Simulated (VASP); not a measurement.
# GaN (Fm-3m) in VASP: a series of runs

Runs on GaN. Level: PBEsol. Tasks: electric field gradients.

All numbers are computed with VASP 6.6.1; they aren't measurements. Logs are shortened: lines on timing, memory, paths and dates and some standing lists are left out, and cuts for length are marked.

### Step 1. The cell of the first run

Symmetry: Fm-3m, No. 225, cubic system. Conventional cell: a = 4.037 Å, b = 4.037 Å, c = 4.037 Å, α = 90.00°, β = 90.00°, γ = 90.00°. Ga (site symmetry m-3m) has 6 N at 2.02 Å within 2.7 Å. Within 2.7 Å of N (site symmetry m-3m) lie 6 Ga at 2.02 Å.

### Step 2. Electric field gradients, PBEsol (volume scaled by 1.04)

INCAR

```
SYSTEM = GaN
PREC = Accurate
ENCUT = 520
EDIFF = 1E-8
ISMEAR = -1
SIGMA = 0.02
LREAL = .FALSE.
LASPH = .TRUE.
NELM = 60
ALGO = Normal
ISIF = 2
LWAVE = .FALSE.
LCHARG = .FALSE.
GGA = PS
LEFG = .TRUE.
NBANDS = 16
```

KPOINTS

```
regular mesh
0
G
  10 10 10
  0 0 0
```

POSCAR

```
GaN
1.0
    0.0000000000      2.0187201121      2.0187201121
    2.0187201121      0.0000000000      2.0187201121
    2.0187201121      2.0187201121      0.0000000000
Ga N
1 1
Direct
    0.5000000000      0.5000000000      0.5000000000
    0.0000000000      0.0000000000      0.0000000000
```

Potentials or basis: VASP PAW PBE potentials, release 64 (Ga_d, N).

Command:

```console
$ cat potpaw_PBE.64/Ga_d/POTCAR potpaw_PBE.64/N/POTCAR > POTCAR
$ mpirun -np 1 vasp_std > vasp.out
```

OUTCAR:

```text
SYSTEM = GaN
   PREC = Accurate
   ENCUT = 520
   EDIFF = 1E-8
   ISMEAR = -1
   LREAL = .FALSE.
   LASPH = .TRUE.
   NELM = 60
   ISIF = 2
   GGA = PS

 ion  position               nearest neighbor table
   1  0.500  0.500  0.500-   2 2.02   2 2.02   2 2.02   2 2.02   2 2.02   2 2.02
   2  0.000  0.000  0.000-   1 2.02   1 2.02   1 2.02   1 2.02   1 2.02   1 2.02

  LATTYP: Found a face centered cubic cell.
 ALAT       =     4.0374402242

  Lattice vectors:

 A1 = (   0.0000000000,   2.0187201121,   2.0187201121)
 A2 = (   2.0187201121,   0.0000000000,   2.0187201121)
 A3 = (   2.0187201121,   2.0187201121,   0.0000000000)

Analysis of symmetry for initial positions (statically):
=====================================================================
 Subroutine PRICEL returns:
 Original cell was already a primitive cell.

 Routine SETGRP: Setting up the symmetry group for a
 face centered cubic supercell.

 Subroutine GETGRP returns: Found 48 space group operations
 (whereof 48 operations were pure point group operations)
 out of a pool of 48 trial point group operations.

The static configuration has the point symmetry O_h .

Analysis of symmetry for dynamics (positions and initial velocities):
=====================================================================
 Subroutine PRICEL returns:
 Original cell was already a primitive cell.

 Routine SETGRP: Setting up the symmetry group for a
 face centered cubic supercell.

 Subroutine GETGRP returns: Found 48 space group operations
 (whereof 48 operations were pure point group operations)
 out of a pool of 48 trial point group operations.

The dynamic configuration has the point symmetry O_h .

 Subroutine INISYM returns: Found 48 space group operations
 (whereof 48 operations are pure point group operations),
 and found     1 'primitive' translations

----------------------------------------------------------------------------------------

                                     Primitive cell

  volume of cell :      16.4535

  direct lattice vectors                    reciprocal lattice vectors
     0.000000000  2.018720112  2.018720112    -0.247681686  0.247681686  0.247681686
     2.018720112  0.000000000  2.018720112     0.247681686 -0.247681686  0.247681686
     2.018720112  2.018720112  0.000000000     0.247681686  0.247681686 -0.247681686

  length of vectors
     2.854901361  2.854901361  2.854901361     0.428997263  0.428997263  0.428997263

  position of ions in fractional coordinates (direct lattice)
     0.500000000  0.500000000  0.500000000
     0.000000000  0.000000000  0.000000000

  ion indices of the primitive-cell ions
   primitive index   ion index
                 1           1
                 2           2

----------------------------------------------------------------------------------------

 KPOINTS: regular mesh

Automatic generation of k-mesh.
 Grid dimensions read from file:
 generate k-points for:   10   10   10

 Generating k-lattice:

  Cartesian coordinates                     Fractional coordinates (reciprocal lattice)
    -0.024768169  0.024768169  0.024768169     0.100000000  0.000000000  0.000000000
     0.024768169 -0.024768169  0.024768169     0.000000000  0.100000000  0.000000000
     0.024768169  0.024768169 -0.024768169     0.000000000  0.000000000  0.100000000

  Length of vectors
     0.042899726  0.042899726  0.042899726

  Shift w.r.t. Gamma in fractional coordinates (k-lattice)
     0.000000000  0.000000000  0.000000000

 Subroutine IBZKPT returns following result:
 ===========================================

 Found     47 irreducible k-points:

 Following reciprocal coordinates:
            Coordinates               Weight
  0.000000  0.000000  0.000000      1.000000
  0.100000  0.000000  0.000000      8.000000
  0.200000  0.000000  0.000000      8.000000
  0.300000  0.000000  0.000000      8.000000
  0.400000  0.000000  0.000000      8.000000
  0.500000  0.000000  0.000000      4.000000
[... 16 lines left out ...]
  0.300000  0.300000  0.000000      6.000000
  0.400000  0.300000  0.000000     24.000000
 [... further k-points ...]
   k-points           NKPTS =     47   k-points in BZ     NKDIM =     47   number of bands    NBANDS=     16
   number of dos      NEDOS =    301   number of ions     NIONS =      2
   total plane-waves  NPLWV =  13824
   dimension x,y,z NGX =    24 NGY =   24 NGZ =   24
   dimension x,y,z NGXF=    48 NGYF=   48 NGZF=   48
   ions per type =               1   1
   NGX,Y,Z   is equivalent  to a cutoff of  13.98, 13.98, 13.98 a.u.
   NGXF,Y,Z  is equivalent  to a cutoff of  27.95, 27.95, 27.95 a.u.
 SYSTEM =  GaN
   PREC   = accura    normal or accurate (medium, high low for compatibility)
   ISTART =      0    job   : 0-new  1-cont  2-samecut
   ICHARG =      2    charge: 1-file 2-atom 10-const
   ISPIN  =      1    spin polarized calculation?
   LNONCOLLINEAR =      F non collinear calculations
   LSORBIT =      F    spin-orbit coupling
   LASPH  =      T    aspherical Exc in radial PAW
   ENCUT  =  520.0 eV  38.22 Ry    6.18 a.u.   5.31  5.31  5.31*2*pi/ulx,y,z
   NELM   =     60;   NELMIN=  2; NELMDL= -5     # of ELM steps
   EDIFF  = 0.1E-07   stopping-criterion for ELM
   LREAL  =      F    real-space projection
   EDIFFG = 0.1E-06   stopping-criterion for IOM
   NSW    =      0    number of steps for IOM
   IBRION =     -1    ionic relax: 0-MD 1-quasi-New 2-CG
   NFREE  =      0    steps in history (QN), initial steepest desc. (CG)
   ISIF   =      2    stress and relaxation
   ISYM   =      2    0-nonsym 1-usesym 2-fastsym
   POTIM  = 0.5000    time-step for ionic-motion
   TEBEG  =    0.0;   TEEND  =   0.0 temperature during run
   PSTRESS=    0.0 pullay stress
   NELECT =      18.0000    total number of electrons
   NUPDOWN=      -1.0000    fix difference up-down
   EMIN   =  10.00;   EMAX   =-10.00  energy-range for DOS
   EFERMI =   0.00;   METHOD = LEGACY
   ISMEAR =    -1;   SIGMA  =   0.02  broadening in eV -4-tet -1-fermi 0-gaus
   EFERMI_NEDOS =   21; number of points for ismear=-14 and -15
   IALGO  =     38    algorithm
   IMIX   =      4    mixing-type and parameters
     AMIX     =   0.40;   BMIX     =  1.00
     AMIX_MAG =   1.60;   BMIX_MAG =  1.00
  volume/ion in A,a.u.               =       8.23        55.52
  Fermi-wavevector in a.u.,A,eV,Ry     =   1.686862  3.187707 38.715425  2.845503
  Thomas-Fermi vector in A             =   2.769451
   LORBIT       =      0    0 simple, 1 ext, 2 COOP (PROOUT), +10 PAW based schemes
   GGA     = PS    functional components
   LHFCALC =     F    Hartree Fock is set to
   AEXX    =    0.0000 exact exchange contribution
   IVDW    =     0    specifies the selected vdW correction
   LEPSILON=     F    determine dielectric tensor
   LRPA    =     F    only Hartree local field effects (RPA)
 non-spin polarized calculation
  energy-cutoff  :      520.00
  volume of cell :       16.45
 maximum number of plane-waves:       459
 NGX is ok and might be reduce to    24
   NGX = 11   NGY = 11   NGZ = 11

 number of electron      18.0000004 magnetization

 Free energy of the ion-electron system (eV)
  ---------------------------------------------------
  ext. energy  EPLUGINS =         0.00000000
  ---------------------------------------------------
  free energy    TOTEN  =       -11.98203705 eV

  energy without entropy =      -11.98203705  energy(sigma->0) =      -11.98203705

 E-fermi :  10.0451     XC(G=0): -14.0891

 val. band max:        9.5948110721   @ k =  -0.2000   0.2000   0.0000
 cond. band min:      11.0420680179   @ k =   0.5000   0.5000   0.0000
 fundamental gap:      1.4472569458
 Fermi energy:        10.0450522376

 k-point     1 :       0.0000    0.0000    0.0000
  band No.  band energies     occupation
      1      -9.1964      2.00000
      2      -4.3233      2.00000
      3      -4.3233      2.00000
      4      -4.3233      2.00000
      5      -4.1844      2.00000
      6      -4.1844      2.00000
[... 8 lines left out ...]
     15      27.4053      0.00000
     16      27.4053      0.00000

 k-point     2 :       0.1000    0.0000    0.0000
  band No.  band energies     occupation
      1      -8.9715      2.00000
      2      -4.3389      2.00000
      3      -4.3105      2.00000
      4      -4.3105      2.00000
      5      -4.2055      2.00000
      6      -4.2055      2.00000
[... 8 lines left out ...]
     15      26.9385      0.00000
     16      26.9385      0.00000

 k-point     3 :       0.2000    0.0000    0.0000
  band No.  band energies     occupation
      1      -8.3166      2.00000
      2      -4.3828      2.00000
      3      -4.3554      2.00000
      4      -4.3554      2.00000
      5      -4.1803      2.00000
      6      -4.1803      2.00000
[... 8 lines left out ...]
     15      27.7724      0.00000
     16      27.7724      0.00000

 k-point     4 :       0.3000    0.0000    0.0000
  band No.  band energies     occupation
      1      -7.3039      2.00000
      2      -4.4632      2.00000
      3      -4.4632      2.00000
      4      -4.4536      2.00000
      5      -4.0934      2.00000
      6      -4.0934      2.00000
[... 8 lines left out ...]
     15      29.7080      0.00000
     16      29.7080      0.00000

 k-point     5 :       0.4000    0.0000    0.0000
  band No.  band energies     occupation
      1      -6.1296      2.00000
      2      -4.5818      2.00000
      3      -4.5537      2.00000
      4      -4.5537      2.00000
      5      -4.0170      2.00000
      6      -4.0170      2.00000
[... 8 lines left out ...]
     15      32.3253      0.00000
     16      32.3253      0.00000

 k-point     6 :       0.5000    0.0000    0.0000
  band No.  band energies     occupation
      1      -5.3913      2.00000
      2      -4.7826      2.00000
      3      -4.5882      2.00000
      4      -4.5882      2.00000
      5      -3.9872      2.00000
      6      -3.9872      2.00000
[... 8 lines left out ...]
     15      34.6800      0.00000
     16      34.6800      0.00000
[... 267 lines left out ...]
 k-point    21 :      -0.3000    0.2000    0.0000
  band No.  band energies     occupation
      1      -6.3447      2.00000
      2      -4.5795      2.00000
      3      -4.4837      2.00000
      4      -4.3696      2.00000
      5      -4.0848      2.00000
      6      -3.5475      2.00000
[... 8 lines left out ...]
     15      31.0544      0.00000
     16      32.3316      0.00000

 k-point    22 :      -0.2000    0.2000    0.0000
  band No.  band energies     occupation
      1      -7.0967      2.00000
      2      -4.5053      2.00000
      3      -4.4543      2.00000
      4      -4.4073      2.00000
      5      -4.1643      2.00000
      6      -3.8656      2.00000
[... 8 lines left out ...]
     15      30.2481      0.00000
     16      32.2559      0.00000

 k-point    23 :       0.3000    0.3000    0.0000
  band No.  band energies     occupation
      1      -7.2300      2.00000
      2      -4.5118      2.00000
      3      -4.0817      2.00000
      4      -4.0817      2.00000
      5      -4.0788      2.00000
      6      -4.0018      2.00000
[... 8 lines left out ...]
     15      35.2951      0.00000
     16      37.6010      0.00000

 k-point    24 :       0.4000    0.3000    0.0000
  band No.  band energies     occupation
      1      -6.8855      2.00000
      2      -4.5389      2.00000
      3      -4.1362      2.00000
      4      -4.0894      2.00000
      5      -3.9794      2.00000
      6      -3.3207      2.00000
[... 8 lines left out ...]
     15      36.1964      0.00000
     16      38.0234      0.00000

 [... further k-points ...]
[... 5 lines left out ...]
  --------------------------------------------------------------------------------------
  -------------------------------------------------------------------------------------
  Total        4.3332661      4.3332661      4.3332661      0.0000000      0.0000000     -0.0000000
  in kB      421.9564397    421.9564397    421.9564397      0.0000000      0.0000000     -0.0000000
  external PRESSURE =     421.9564397 kB  Pullay stress =       0.0000000 kB

 VOLUME and BASIS-vectors are now :
 -----------------------------------------------------------------------------
  energy-cutoff  :      520.00
  volume of cell :       16.45
      direct lattice vectors                 reciprocal lattice vectors
     0.000000000  2.018720112  2.018720112    -0.247681686  0.247681686  0.247681686
     2.018720112  0.000000000  2.018720112     0.247681686 -0.247681686  0.247681686
     2.018720112  2.018720112  0.000000000     0.247681686  0.247681686 -0.247681686

 POSITION                                       TOTAL-FORCE (eV/Angst)
 -----------------------------------------------------------------------------------
      2.01872      2.01872      2.01872         0.000000     -0.000000     -0.000000
      0.00000      0.00000      0.00000         0.000000      0.000000      0.000000
 -----------------------------------------------------------------------------------
    total drift:                                0.000000     -0.000000      0.000000

  FREE ENERGIE OF THE ION-ELECTRON SYSTEM (eV)
  ---------------------------------------------------
  free  energy   TOTEN  =       -11.9820370543 eV

  energy  without entropy=      -11.9820370543  energy(sigma->0) =      -11.98203705

 Electric field gradients (V/A^2)
---------------------------------------------------------------------
 ion       V_xx      V_yy      V_zz      V_xy      V_xz      V_yz
---------------------------------------------------------------------
   1      -0.000    -0.000     0.000    -0.001    -0.001    -0.001
   2      -0.000    -0.000     0.000    -0.000    -0.000    -0.000
---------------------------------------------------------------------

 Electric field gradients after diagonalization (V/A^2)
 (convention: |V_zz| > |V_xx| > |V_yy|)
----------------------------------------------------------------------
 ion       V_xx      V_yy      V_zz     asymmetry (V_yy - V_xx)/ V_zz
----------------------------------------------------------------------
   1       0.001     0.001    -0.002       0.000
   2       0.000     0.000    -0.001       0.000
----------------------------------------------------------------------

           NMR quadrupolar parameters

 Cq : quadrupolar parameter    Cq=e*Q*V_zz/h
 eta: asymmetry parameters     (V_yy - V_xx)/ V_zz
 Q  : nuclear electric quadrupole moment in mb (millibarn)
----------------------------------------------------------------------
 ion       Cq(MHz)       eta       Q (mb)
----------------------------------------------------------------------
   1      -0.000       0.000       1.000
   2      -0.000       0.000       1.000
----------------------------------------------------------------------
```

It took 21 s on 1 thread of Intel Xeon 8259CL, shared host; peak memory 0.14 GiB.

What came out:

| Item | Value |
| --- | --- |
| Free energy | -11.9820 eV |
| Pressure | 42.2 GPa |
| Band gap on the k mesh | 1.45 eV, indirect (least direct gap 4.63 eV) |

Caveat: without QUAD_EFG the Cq values of the log hold for a quadrupole moment of 1 mb, not for the nuclei; the PAW data sets were made with another functional, which shifts forces and pressure a little.

[end of part 1 of 3]
